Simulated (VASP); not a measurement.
Wanted: the native input for a VASP 6.6.1 run.

- Task: single point
- Functional: PBE
- Potentials or basis: VASP PAW PBE potentials, release 64 (Sr_sv, Zn)
- Cutoff: 520 eV
- k mesh: 3 × 3 × 4
- Occupations: gaussian, width 0.1 eV
- Spin: no spin polarisation
- Dipole correction: no
- Further INCAR settings: ALGO = Fast; EDIFF = 1e-06; NBANDS = 52

The structure of Sr3Zn lies in POSCAR:

```
Sr3Zn
1.0
    7.8152637469      0.0000000000      0.0000000000
   -3.9076318735      6.7682169421      0.0000000000
    0.0000000000      0.0000000000      6.2729549920
Sr Zn
6 2
Direct
    0.8330000000      0.6660000000      0.2500000000
    0.1670000000      0.8330000000      0.7500000000
    0.3340000000      0.1670000000      0.2500000000
    0.1670000000      0.3340000000      0.7500000000
    0.8330000000      0.1670000000      0.2500000000
    0.6660000000      0.8330000000      0.7500000000
    0.3333333333      0.6666666667      0.2500000000
    0.6666666667      0.3333333333      0.7500000000
```

These files were run (other wordings do the same):

INCAR

```
ALGO = Fast
EDIFF = 1E-6
ENCUT = 520
GGA = PE
ISIF = 2
ISMEAR = 0
LASPH = True
LCHARG = True
LELF = True
LREAL = False
LVHAR = True
LWAVE = False
NBANDS = 52
NELM = 60
PREC = Accurate
SIGMA = 0.1
```

KPOINTS

```
k-points
0
Gamma
  3 3 4
```

Potentials or basis: VASP PAW PBE potentials, release 64 (Sr_sv, Zn).

Run with:

```sh
$ cat potpaw_PBE.64/Sr_sv/POTCAR potpaw_PBE.64/Zn/POTCAR > POTCAR
$ mpirun -np 1 vasp_std > vasp.out
```

Results of the run:

```yaml
Pressure: -0.3 GPa
Largest_force: 0.387 eV/Å
Band_gap_on_the_k_mesh: zero (bands 42 and 43 overlap by 0.60 eV)
```

Run time: 4.1 min on 1 thread of AMD EPYC 9R45 96-Core Processor (Zen 5), on a shared host, peak memory 0.45 GiB.
